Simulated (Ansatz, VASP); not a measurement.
# Se: VASP beside Ansatz

```xyz
1
Lattice="0.0000 2.3420 2.3420 2.3420 0.0000 2.3420 2.3420 2.3420 0.0000" Properties=species:S:1:pos:R:3 pbc="T T T"
Se    0.0000    0.0000    0.0000
```

Alike in both runs: task single point; functional BLYP; k mesh 14 × 14 × 14; occupations fermi-dirac, width 0.1 eV; no spin polarisation.

|  | VASP | Ansatz |
| --- | --- | --- |
| version | VASP 6.6.1 | Ansatz 0.2.0 |
| potentials or method | VASP PAW PBE potentials, release 64 (Se), cutoff 520 eV | plane waves (420 eV) with PAW, scalar-relativistic |
| valence electrons in the cell | 6 | 16 |

```csv
,VASP,Ansatz,Ansatz less VASP
pressure (GPa),-4.2,-4.3,-0.08
```

VASP's potentials were made for PBE, not for BLYP. The functional is the same, so the differences come from potentials, cutoffs and numerics. VASP's potentials hold 6 valence electrons a cell and Ansatz's 16, so a difference there can come from the potentials and not from the codes.
